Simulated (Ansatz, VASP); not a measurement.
NbCd3: VASP beside Ansatz

The input INCAR:

```
ALGO     = Fast           # electronic algorithm
EDIFF    = 1E-7           # SCF threshold, eV
ENCUT    = 520            # plane-wave cutoff, eV
GGA      = PE             # functional
ISIF     = 2              # what is computed and relaxed
ISMEAR   = -1             # smearing method
LASPH    = True           # aspherical terms in the spheres
LCHARG   = True           # write CHGCAR
LELF     = True           # ELF
LREAL    = False          # projectors in reciprocal space
LVHAR    = True         
LWAVE    = False          # write WAVECAR
NBANDS   = 32             # bands
NELM     = 60             # most SCF steps
PREC     = Accurate       # precision mode
SIGMA    = 0.05           # smearing width, eV
```

The input KPOINTS:

```
k-points
0
Gamma
  6 6 6
```

File POSCAR:

```
NbCd3
1.0
    4.2976680465      0.0000000000      0.0000000000
    0.0000000000      4.2976680465      0.0000000000
    0.0000000000      0.0000000000      4.2976680465
Cd Nb
3 1
Direct
    0.5000000000      0.5000000000      0.0000000000
    0.5000000000      0.0000000000      0.5000000000
    0.0000000000      0.5000000000      0.5000000000
    0.0000000000      0.0000000000      0.0000000000
```

Contents of input.yaml:

```yaml
crystal:
  lattice:
    - [4.2976680465, 0.0, 0.0]
    - [0.0, 4.2976680465, 0.0]
    - [0.0, 0.0, 4.2976680465]
  atoms:
    - { symbol: Cd, position: [0.5, 0.5, 0.0] }
    - { symbol: Cd, position: [0.5, 0.0, 0.5] }
    - { symbol: Cd, position: [0.0, 0.5, 0.5] }
    - { symbol: Nb, position: [0.0, 0.0, 0.0] }
hamiltonian:
  xc: pbe
  pseudopotentials: { kind: paw }
kpoints:
  mp_grid: { grid: [6, 6, 6] }
scf:
  occupations: { method: fermi_dirac, width: 0.05 }
output:
  forces: true
  stress: true
  eigenvalues: true
```

Alike in both runs: task single point; functional PBE; k mesh 6 × 6 × 6; occupations fermi-dirac, width 0.05 eV; no spin polarisation.

|  | VASP | Ansatz |
| --- | --- | --- |
| version | VASP 6.6.1 | Ansatz 0.2.0 |
| potentials or method | VASP PAW PBE potentials, release 64 (Cd, Nb_sv) | Ansatz PAW |
| plane-wave cutoff (eV) | 520 | 420 |
| valence electrons in the cell | 49 | 73 |

|  | VASP | Ansatz | Ansatz less VASP |
| --- | --- | --- | --- |
| gap on the k mesh at the Fermi level (eV) | none | none | - |
| pressure (GPa) | 1.1 | 0.7 | -0.40 |

A gap of «none» marks a metal or a gap that the smearing closes. VASP's potentials hold 49 valence electrons a cell and Ansatz's 73, so a difference there can come from the potentials and not from the codes.
